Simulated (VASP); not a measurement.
## BN: single point with LDA

The system is BN.

```xyz
2
Lattice="0.0000 1.7280 1.7280 1.7280 0.0000 1.7280 1.7280 1.7280 0.0000" Properties=species:S:1:pos:R:3 pbc="T T T"
B     0.0000    0.0000    0.0000
N     0.8640    0.8640    0.8640
```

```yaml
Program: VASP 6.6.1
Task: single point
Functional: LDA
Potentials_or_basis: VASP PAW LDA potentials, release 64 (B, N)
Cutoff: 600 eV
k_mesh: 12 × 12 × 12
Occupations: gaussian, width 0.01 eV
Spin: no spin polarisation
Dipole_correction: no
Further_INCAR_settings: ALGO = Normal; EDIFF = 1e-06; NBANDS = 11
```

- Pressure: 53.0 GPa
- Band gap on the k mesh: 4.49 eV (least direct gap 9.32 eV)

Levels at points of the mesh, in eV from the valence-band top:
```tsv
k point	band 1	band 2	band 3	band 4	band 5	band 6	band 7	band 8	band 9
(0.00, 0.00, 0.00)	-21.68	0.00	0.00	0.00	9.32	9.32	9.32	12.72	27.12
(0.50, 0.00, 0.00)	-16.74	-12.01	-2.22	-2.22	11.30	11.30	12.05	16.39	25.18
(0.50, 0.50, 0.00)	-15.17	-9.82	-5.63	-5.63	4.49	9.90	19.85	19.85	22.98
```

It took 6.3 s on 1 thread of Intel(R) Xeon(R) Platinum 8259CL CPU @ 2.50GHz (Skylake/Cascade Lake), on a shared host, peak memory 0.12 GiB.

Caveat: the cell stands under pressure. A k mesh can miss the band edges.
